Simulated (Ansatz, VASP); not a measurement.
**H4C: VASP beside Ansatz**

```
CELL_PARAMETERS angstrom
7.95811 0.00000 0.00000
0.00000 7.95811 0.00000
0.00000 0.00000 7.95811
ATOMIC_POSITIONS crystal
C 0.98881 0.64025 0.97819
C 0.76261 0.04166 0.43909
C 0.26985 0.32039 0.15041
C 0.84733 0.09155 0.90961
C 0.23110 0.09961 0.61163
C 0.69587 0.47014 0.29783
C 0.43309 0.85880 0.13426
C 0.55595 0.63953 0.69665
H 0.01375 0.52075 0.91548
H 0.97813 0.61897 0.11385
H 0.87138 0.69378 0.93086
H 0.09203 0.72817 0.95333
H 0.74501 0.13882 0.53457
H 0.70919 0.92338 0.48308
H 0.89693 0.02531 0.41427
H 0.69924 0.07996 0.32345
H 0.29167 0.45616 0.15712
H 0.30593 0.26173 0.26961
H 0.34576 0.26732 0.04814
H 0.13626 0.29696 0.12638
H 0.82696 0.21580 0.85521
H 0.77143 0.07849 0.02338
H 0.98059 0.07672 0.94221
H 0.81114 0.99493 0.81979
H 0.11760 0.17467 0.63325
H 0.23705 0.99747 0.70326
H 0.34252 0.17958 0.62455
H 0.22824 0.04665 0.48421
H 0.80048 0.50773 0.37968
H 0.60054 0.40608 0.37319
H 0.74174 0.38485 0.19964
H 0.64057 0.58226 0.23963
H 0.46914 0.90812 0.25757
H 0.34853 0.75181 0.15052
H 0.54597 0.81787 0.06705
H 0.37034 0.95762 0.06234
H 0.68087 0.69580 0.68425
H 0.48826 0.69931 0.80014
H 0.56933 0.50510 0.72209
H 0.48614 0.65689 0.57946
```

Alike in both runs: functional PBE; dispersion D3(BJ); k mesh 1 × 1 × 1; occupations fermi-dirac, width 0.02 eV; no spin polarisation.

Ansatz relaxed the structure, and its values are those at the end. VASP's run is a single point on that final structure, the one shown.

|  | VASP | Ansatz |
| --- | --- | --- |
| version | VASP 6.6.1 | Ansatz 0.2.0 |
| potentials or method | VASP PAW PBE potentials, release 64 (C, H), cutoff 520 eV | scalar-relativistic, plane waves, PAW |
| valence electrons in the cell | 64 | 64 |

|  | VASP | Ansatz | Ansatz less VASP |
| --- | --- | --- | --- |
| gap on the k mesh at the Fermi level (eV) | 7.39 | 7.39 | +0.002 |
| rms of the force components (eV/Å) | 0.052 | 0.051 | -0.0002 |

Ansatz's warnings: xc potential rough in thin density.
